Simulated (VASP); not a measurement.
A run of VASP 6.6.1 is set up as follows.

INCAR

```
PREC     = Accurate       # precision mode
ENCUT    = 520            # plane-wave cutoff, eV
EDIFF    = 1E-7           # SCF threshold, eV
ISMEAR   = 0              # smearing method
SIGMA    = 0.05           # smearing width, eV
LREAL    = False          # projectors in reciprocal space
LASPH    = True           # aspherical terms in the spheres
NELM     = 100            # most SCF steps
ALGO     = Normal         # electronic algorithm
ISIF     = 2              # what is computed and relaxed
LWAVE    = False          # write WAVECAR
LCHARG   = False          # write CHGCAR
GGA      = PE             # functional
NBANDS   = 24             # bands
```

Contents of KPOINTS:

```
Automatic mesh
0
Gamma
  9 9 4
```

POSCAR

```
SrO
1.0
    3.5172128484      0.0000000000      0.0000000000
   -1.7586064242      3.0459956772      0.0000000000
    0.0000000000      0.0000000000      6.1383698542
Sr O
2 2
Direct
    0.3333333333      0.6666666667      0.2525973803
    0.6666666667      0.3333333333      0.7525973803
    0.0000000000      0.0000000000     -0.0142247929
    0.0000000000      0.0000000000      0.4857752071
```

Potentials or basis: VASP PAW PBE potentials, release 64 (Sr_sv, O).

The run is started by

```console
$ cat potpaw_PBE.64/Sr_sv/POTCAR potpaw_PBE.64/O/POTCAR > POTCAR
$ mpirun -np 1 vasp_std > vasp.out
```

**Question.** What does it give for the largest force?

**Answer.** 0.303 eV/Å.

**Question.** What does it give for the band gap on the k mesh?

**Answer.** 3.19 eV (least direct gap 3.32 eV).

**Question.** What does it give for the pressure?

**Answer.** 5.6 GPa.

Stress tensor (GPa, compression positive):
```
5.42 0.00 0.00
0.00 5.42 0.00
0.00 0.00 6.09
```

Caveat: the cell differs from its parent crystal (atoms displaced along a vibrational mode, the cell strained); the cell stands under pressure; an odd mesh through Γ misses points on the zone boundary, where band edges can lie.
